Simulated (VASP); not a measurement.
# Sr (Cmcm) in VASP: notebook

The runs below take Sr through single point, with PBEsol.

Everything below comes from runs of VASP 6.6.1. Logs are shortened: lines on timing, memory, paths and dates and some standing lists are left out, and cuts for length are marked.

## 1. The cell of the first run

Symmetry: Cmcm, No. 63, orthorhombic system. Conventional cell: a = 3.740 Å, b = 7.543 Å, c = 7.360 Å, α = 90.00°, β = 90.00°, γ = 90.00°. Sr (site symmetry m2m) has 12 Sr at 3.74 to 4.46 Å within 4.9 Å.

## 2. Single point, PBEsol

File INCAR:

```
  PREC = Accurate
  ENCUT = 520
  EDIFF = 1E-6
  ISMEAR = 0
  SIGMA = 0.15
  LREAL = False
  LASPH = True
  NELM = 80
  ALGO = Fast
  ISIF = 2
  LWAVE = False
  LCHARG = False
  GGA = PS
  NBANDS = 17
```

File KPOINTS:

```
regular mesh
0
Gamma
  12 12 8
```

File POSCAR:

```
Sr
1.0
    3.7402683647      0.0000000000      0.0000000000
   -1.8701341823      3.7717029640      0.0000000000
    0.0000000000      0.0000000000      7.3600234723
Sr
2
Direct
    0.3333333333      0.6666666667      0.2500000000
    0.6666666667      0.3333333333      0.7500000000
```

Potentials or basis: VASP PAW PBE potentials, release 64 (Sr_sv).

Run with:

```console
> cat potpaw_PBE.64/Sr_sv/POTCAR > POTCAR
> mpirun -np 1 vasp_std > vasp.out
```

OUTCAR:

```text
PREC = Accurate
   ENCUT = 520
   EDIFF = 1E-6
   ISMEAR = 0
   LREAL = False
   LASPH = True
   NELM = 80
   ISIF = 2
   GGA = PS

 ion  position               nearest neighbor table
   1  0.333  0.667  0.250-   2 4.32   2 4.32   2 4.32   2 4.32   2 4.46   2 4.46
   2  0.667  0.333  0.750-   1 4.32   1 4.32   1 4.32   1 4.32   1 4.46   1 4.46

  LATTYP: Found a base centered orthorhombic cell.
 ALAT       =     3.7402683647
 B/A-ratio  =     2.0168087400
 C/A-ratio  =     1.9677795160

  Lattice vectors:

 A1 = (   1.8701341823,  -3.7717029640,   0.0000000000)
 A2 = (   1.8701341824,   3.7717029640,   0.0000000000)
 A3 = (   0.0000000000,   0.0000000000,   7.3600234723)

Analysis of symmetry for initial positions (statically):
=====================================================================
 Subroutine PRICEL returns:
 Original cell was already a primitive cell.

 Routine SETGRP: Setting up the symmetry group for a
 base centered orthorhombic supercell.

 Subroutine GETGRP returns: Found  8 space group operations
 (whereof  4 operations were pure point group operations)
 out of a pool of  8 trial point group operations.

The static configuration has the point symmetry C_2h.
 The point group associated with its full space group is D_2h.

Analysis of symmetry for dynamics (positions and initial velocities):
=====================================================================
 Subroutine PRICEL returns:
 Original cell was already a primitive cell.

 Routine SETGRP: Setting up the symmetry group for a
 base centered orthorhombic supercell.

 Subroutine GETGRP returns: Found  8 space group operations
 (whereof  4 operations were pure point group operations)
 out of a pool of  8 trial point group operations.

The dynamic configuration has the point symmetry C_2h.
 The point group associated with its full space group is D_2h.

 Subroutine INISYM returns: Found  8 space group operations
 (whereof  4 operations are pure point group operations),
 and found     1 'primitive' translations

----------------------------------------------------------------------------------------

                                     Primitive cell

  volume of cell :     103.8292

  direct lattice vectors                    reciprocal lattice vectors
     3.740268365  0.000000000  0.000000000     0.267360495  0.132566113  0.000000000
    -1.870134182  3.771702964  0.000000000     0.000000000  0.265132225  0.000000000
     0.000000000  0.000000000  7.360023472     0.000000000  0.000000000  0.135869132

  length of vectors
     3.740268365  4.209886591  7.360023472     0.298421528  0.265132225  0.135869132

  position of ions in fractional coordinates (direct lattice)
     0.333333333  0.666666667  0.250000000
     0.666666667  0.333333333  0.750000000

  ion indices of the primitive-cell ions
   primitive index   ion index
                 1           1
                 2           2

----------------------------------------------------------------------------------------

 KPOINTS: regular mesh

Automatic generation of k-mesh.
 Grid dimensions read from file:
 generate k-points for:   12   12    8

 Generating k-lattice:

  Cartesian coordinates                     Fractional coordinates (reciprocal lattice)
     0.022280041  0.011047176  0.000000000     0.083333333  0.000000000  0.000000000
     0.000000000  0.022094352  0.000000000     0.000000000  0.083333333  0.000000000
     0.000000000  0.000000000  0.016983641     0.000000000  0.000000000  0.125000000

  Length of vectors
     0.024868461  0.022094352  0.016983641

  Shift w.r.t. Gamma in fractional coordinates (k-lattice)
     0.000000000  0.000000000  0.000000000

 Subroutine IBZKPT returns following result:
 ===========================================

 Found    215 irreducible k-points:

 Following reciprocal coordinates:
            Coordinates               Weight
  0.000000  0.000000  0.000000      1.000000
  0.083333 -0.000000  0.000000      4.000000
  0.166667  0.000000  0.000000      4.000000
  0.250000  0.000000  0.000000      4.000000
  0.333333  0.000000  0.000000      4.000000
  0.416667 -0.000000  0.000000      4.000000
[... 16 lines left out ...]
  0.333333  0.166667  0.000000      4.000000
  0.416667  0.166667  0.000000      4.000000
 [... further k-points ...]
   k-points           NKPTS =    215   k-points in BZ     NKDIM =    215   number of bands    NBANDS=     17
   number of dos      NEDOS =    301   number of ions     NIONS =      2
   total plane-waves  NPLWV =  50176
   dimension x,y,z NGX =    28 NGY =   32 NGZ =   56
   dimension x,y,z NGXF=    56 NGYF=   64 NGZF=  112
   ions per type =               2
   NGX,Y,Z   is equivalent  to a cutoff of  12.45, 12.64, 12.65 a.u.
   NGXF,Y,Z  is equivalent  to a cutoff of  24.89, 25.27, 25.30 a.u.
 SYSTEM =  unknown system
   PREC   = accura    normal or accurate (medium, high low for compatibility)
   ISTART =      0    job   : 0-new  1-cont  2-samecut
   ICHARG =      2    charge: 1-file 2-atom 10-const
   ISPIN  =      1    spin polarized calculation?
   LNONCOLLINEAR =      F non collinear calculations
   LSORBIT =      F    spin-orbit coupling
   LASPH  =      T    aspherical Exc in radial PAW
   ENCUT  =  520.0 eV  38.22 Ry    6.18 a.u.   6.95  7.83 13.68*2*pi/ulx,y,z
   NELM   =     80;   NELMIN=  2; NELMDL= -5     # of ELM steps
   EDIFF  = 0.1E-05   stopping-criterion for ELM
   LREAL  =      F    real-space projection
   EDIFFG = 0.1E-04   stopping-criterion for IOM
   NSW    =      0    number of steps for IOM
   IBRION =     -1    ionic relax: 0-MD 1-quasi-New 2-CG
   NFREE  =      0    steps in history (QN), initial steepest desc. (CG)
   ISIF   =      2    stress and relaxation
   ISYM   =      2    0-nonsym 1-usesym 2-fastsym
   POTIM  = 0.5000    time-step for ionic-motion
   TEBEG  =    0.0;   TEEND  =   0.0 temperature during run
   PSTRESS=    0.0 pullay stress
   NELECT =      20.0000    total number of electrons
   NUPDOWN=      -1.0000    fix difference up-down
   EMIN   =  10.00;   EMAX   =-10.00  energy-range for DOS
   EFERMI =   0.00;   METHOD = LEGACY
   ISMEAR =     0;   SIGMA  =   0.15  broadening in eV -4-tet -1-fermi 0-gaus
   EFERMI_NEDOS =   21; number of points for ismear=-14 and -15
   IALGO  =     68    algorithm
   IMIX   =      4    mixing-type and parameters
     AMIX     =   0.40;   BMIX     =  1.00
     AMIX_MAG =   1.60;   BMIX_MAG =  1.00
  volume/ion in A,a.u.               =      51.91       350.34
  Fermi-wavevector in a.u.,A,eV,Ry     =   0.945464  1.786668 12.162278  0.893902
  Thomas-Fermi vector in A             =   2.073368
   LORBIT       =      0    0 simple, 1 ext, 2 COOP (PROOUT), +10 PAW based schemes
   GGA     = PS    functional components
   LHFCALC =     F    Hartree Fock is set to
   AEXX    =    0.0000 exact exchange contribution
   IVDW    =     0    specifies the selected vdW correction
   LEPSILON=     F    determine dielectric tensor
   LRPA    =     F    only Hartree local field effects (RPA)
 non-spin polarized calculation
 RMM-DIIS sequential band-by-band and
 Gauss-broadening in eV      SIGMA  =   0.15
  energy-cutoff  :      520.00
  volume of cell :      103.83
 maximum number of plane-waves:      2822
   NGX = 13   NGY = 15   NGZ = 27

 number of electron      20.0000000 magnetization

 Free energy of the ion-electron system (eV)
  ---------------------------------------------------
  ext. energy  EPLUGINS =         0.00000000
  ---------------------------------------------------
  free energy    TOTEN  =        -3.51593380 eV

  energy without entropy =       -3.48407790  energy(sigma->0) =       -3.50000585

 E-fermi :   1.6281     XC(G=0):  -7.6075

 val. band max:        1.6273551251   @ k =   0.4167   0.2500   0.3750
 cond. band min:       1.6312380488   @ k =  -0.1667   0.0833   0.1250
 fundamental gap:      0.0038829237
 Fermi energy:         1.6280993712

 k-point     1 :       0.0000    0.0000    0.0000
  band No.  band energies     occupation
      1     -34.7820      2.00000
      2     -34.7713      2.00000
      3     -16.8577      2.00000
      4     -16.6909      2.00000
      5     -16.6800      2.00000
      6     -16.6738      2.00000
[... 9 lines left out ...]
     16       5.1014      0.00000
     17       5.2991      0.00000

 k-point     2 :       0.0833   -0.0000    0.0000
  band No.  band energies     occupation
      1     -34.7797      2.00000
      2     -34.7693      2.00000
      3     -16.8512      2.00000
      4     -16.6950      2.00000
      5     -16.6793      2.00000
      6     -16.6786      2.00000
[... 9 lines left out ...]
     16       4.9944      0.00000
     17       5.0586      0.00000

 k-point     3 :       0.1667    0.0000    0.0000
  band No.  band energies     occupation
      1     -34.7733      2.00000
      2     -34.7640      2.00000
      3     -16.8329      2.00000
      4     -16.7384      2.00000
      5     -16.7233      2.00000
      6     -16.7005      2.00000
[... 9 lines left out ...]
     16       4.7324      0.00000
     17       4.7995      0.00000

 k-point     4 :       0.2500    0.0000    0.0000
  band No.  band energies     occupation
      1     -34.7645      2.00000
      2     -34.7567      2.00000
      3     -16.8350      2.00000
      4     -16.8209      2.00000
      5     -16.8062      2.00000
      6     -16.7133      2.00000
[... 9 lines left out ...]
     16       4.5039      0.00000
     17       4.8487      0.00000
[... 343 lines left out ...]
      1     -34.7595      2.00000
      2     -34.7539      2.00000
      3     -16.8589      2.00000
      4     -16.8391      2.00000
      5     -16.7799      2.00000
      6     -16.7692      2.00000
[... 9 lines left out ...]
     16       4.7460      0.00000
     17       5.7078      0.00000

 k-point    23 :       0.3333    0.1667    0.0000
  band No.  band energies     occupation
      1     -34.7515      2.00000
      2     -34.7479      2.00000
      3     -16.9420      2.00000
      4     -16.9224      2.00000
      5     -16.7719      2.00000
      6     -16.7514      2.00000
[... 9 lines left out ...]
     16       5.2831      0.00000
     17       5.6905      0.00000

 k-point    24 :       0.4167    0.1667    0.0000
  band No.  band energies     occupation
      1     -34.7461      2.00000
      2     -34.7443      2.00000
      3     -17.0004      2.00000
      4     -16.9840      2.00000
      5     -16.7605      2.00000
      6     -16.7390      2.00000
[... 9 lines left out ...]
     16       5.4267      0.00000
     17       5.8073      0.00000

 [... further k-points ...]

------------------------ aborting loop because EDIFF is reached ----------------------------------------

  FORCE on cell =-STRESS in cart. coord.  units (eV):
  Direction    XX          YY          ZZ          XY          YZ          ZX
  --------------------------------------------------------------------------------------
  -------------------------------------------------------------------------------------
  Total        2.3602532     -0.5546925     -1.2026882     -0.0000000      0.0000000      0.0000000
  in kB       36.4208204     -8.5594028    -18.5585556     -0.0000000      0.0000000      0.0000000
  external PRESSURE =       3.1009540 kB  Pullay stress =       0.0000000 kB

 VOLUME and BASIS-vectors are now :
 -----------------------------------------------------------------------------
  energy-cutoff  :      520.00
  volume of cell :      103.83
      direct lattice vectors                 reciprocal lattice vectors
     3.740268365  0.000000000  0.000000000     0.267360495  0.132566113  0.000000000
    -1.870134182  3.771702964  0.000000000     0.000000000  0.265132225  0.000000000
     0.000000000  0.000000000  7.360023472     0.000000000  0.000000000  0.135869132

 POSITION                                       TOTAL-FORCE (eV/Angst)
 -----------------------------------------------------------------------------------
     -0.00000      2.51447      1.84001         0.000000      0.098732      0.000000
      1.87013      1.25723      5.52002        -0.000000     -0.098732      0.000000
 -----------------------------------------------------------------------------------
    total drift:                                0.000000     -0.000000     -0.000000

  FREE ENERGIE OF THE ION-ELECTRON SYSTEM (eV)
  ---------------------------------------------------
  free  energy   TOTEN  =        -3.5159338005 eV

  energy  without entropy=       -3.4840778996  energy(sigma->0) =       -3.50000585
```

It took 2.4 min on 1 thread of Intel Xeon 6975P-C (Granite Rapids), shared host; peak memory 0.45 GiB.

What came out:

- Free energy: -3.5159 eV
- Pressure: 0.3 GPa
- Largest force: 0.099 eV/Å
- Band gap on the k mesh: zero (bands 10 and 11 overlap by 0.34 eV)

Forces in eV/Å, atoms in the order of the input:
```
Sr   0.000  0.099  0.000
Sr   0.000 -0.099  0.000
```

Stress tensor (GPa, compression positive):
```
 3.64  0.00  0.00
 0.00 -0.86  0.00
 0.00  0.00 -1.86
```

Caveat: the cell differs from its parent crystal (strain +e along x and -e along y -0.0733, strain +e along z and -e/2 along x and y +0.0700); the stress differs along the axes, from -2 to 4 GPa; the PAW data sets were made with another functional, which shifts forces and pressure a little.

(Part 1 of 2 ends here.)
